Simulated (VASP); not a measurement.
A run of VASP 6.6.1 is set up as follows.

Contents of INCAR:

```
PREC     = Accurate       # precision mode
ENCUT    = 520            # plane-wave cutoff, eV
EDIFF    = 1E-7           # SCF threshold, eV
ISMEAR   = 0              # smearing method
SIGMA    = 0.02           # smearing width, eV
LREAL    = False          # projectors in reciprocal space
LASPH    = True           # aspherical terms in the spheres
NELM     = 60             # most SCF steps
ALGO     = Normal         # electronic algorithm
ISIF     = 2              # what is computed and relaxed
LWAVE    = False          # write WAVECAR
LCHARG   = False          # write CHGCAR
GGA      = PS             # functional
NBANDS   = 25             # bands
```

Contents of KPOINTS:

```
regular mesh
0
Gamma
  8 8 8
```

POSCAR

```
SiO2
1.0
   -2.4899264851      2.4899264851      3.6689920544
    2.4899264851     -2.4899264851      3.6689920544
    2.4899264851      2.4899264851     -3.6689920544
Si O
2 4
Direct
    0.0000000000      0.0000000000      0.0000000000
    0.7500000000      0.2500000000      0.5000000000
    0.9716685244      0.6250000000      0.8466685244
    0.3750000000      0.2216685244      0.3466685244
    0.7783314756      0.1250000000      0.1533314756
    0.8750000000      0.0283314756      0.6533314756
```

Potentials or basis: VASP PAW PBE potentials, release 64 (Si, O).

Launch:

```sh
$ cat potpaw_PBE.64/Si/POTCAR potpaw_PBE.64/O/POTCAR > POTCAR
$ mpirun -np 1 vasp_std > vasp.out
```

What does it give for the band gap on the k mesh?

5.82 eV.

What does it give for the pressure?

0.5 GPa.

Forces in eV/Å, atoms in the order of the input:
```
Si   0.000  0.000  0.000
Si   0.000  0.000  0.000
O    0.000  0.021  0.000
O    0.021  0.000  0.000
O    0.000 -0.021  0.000
O   -0.021  0.000  0.000
```

Caveat: the PAW data sets were made with another functional, which shifts forces and pressure a little. A k mesh can miss the band edges.
